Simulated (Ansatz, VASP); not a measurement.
V in VASP and in Ansatz

File INCAR:

```
ALGO = Normal
EDIFF = 1E-6
EDIFFG = -0.02
ENCUT = 600
GGA = RE
IBRION = 2
ISIF = 3
ISMEAR = -1
ISPIN = 2
IVDW = 12
LASPH = True
LCHARG = False
LMAXMIX = 4
LORBIT = 11
LREAL = False
LWAVE = False
MAGMOM = 2
NELM = 150
NSW = 80
PREC = Accurate
SIGMA = 0.05
```

Contents of KPOINTS:

```
k-points
0
Gamma
  12 12 12
```

The input POSCAR:

```
V
1.0
   -1.5143500000      1.5143500000      1.5143500000
    1.5143500000     -1.5143500000      1.5143500000
    1.5143500000      1.5143500000     -1.5143500000
V
1
Direct
    0.0000000000      0.0000000000      0.0000000000
```

input.yaml

```yaml
crystal:
  lattice:
    - [-1.51435, 1.51435, 1.51435]
    - [1.51435, -1.51435, 1.51435]
    - [1.51435, 1.51435, -1.51435]
  atoms:
    - { symbol: V, position: [0.0, 0.0, 0.0], spin: 2.0 }
kpoints:
  mp_grid: { grid: [12, 12, 12] }
scf:
  occupations: { method: fermi_dirac, width: 0.05 }
hamiltonian:
  xc: revpbe
  dispersion: d3bj
  pseudopotentials: { kind: all_electron, lapw: { basis_error: 0.001 } }
magnetization:
  spin_polarized: true
output:
  forces: true
  stress: true
relax:
  f_tol: 0.02
  max_steps: 60
  cell: {}
```

Alike in both runs: task relaxation of cell and atoms; functional revPBE; dispersion D3(BJ); k mesh 12 × 12 × 12; occupations fermi-dirac, width 0.05 eV; collinear spin.

|  | VASP | Ansatz |
| --- | --- | --- |
| version | VASP 6.6.1 | Ansatz 0.2.0 |
| potentials or method | VASP PAW PBE potentials, release 64 (V_sv), cutoff 600 eV | all-electron LAPW, scalar-relativistic |

Ansatz gave:

* net moment per atom (μB): 0.00
* relaxed volume (Å³/atom): 12.51
* relaxed cell length with the largest relative difference (Å): 2.533

Q: What did VASP give for the same quantities?

A: net moment per atom (μB): 0.00; relaxed volume (Å³/atom): 12.52; relaxed cell length with the largest relative difference (Å): 2.534.

VASP's potentials were made for PBE, not for revPBE. Ansatz ran all-electron here, and VASP with PAW potentials.
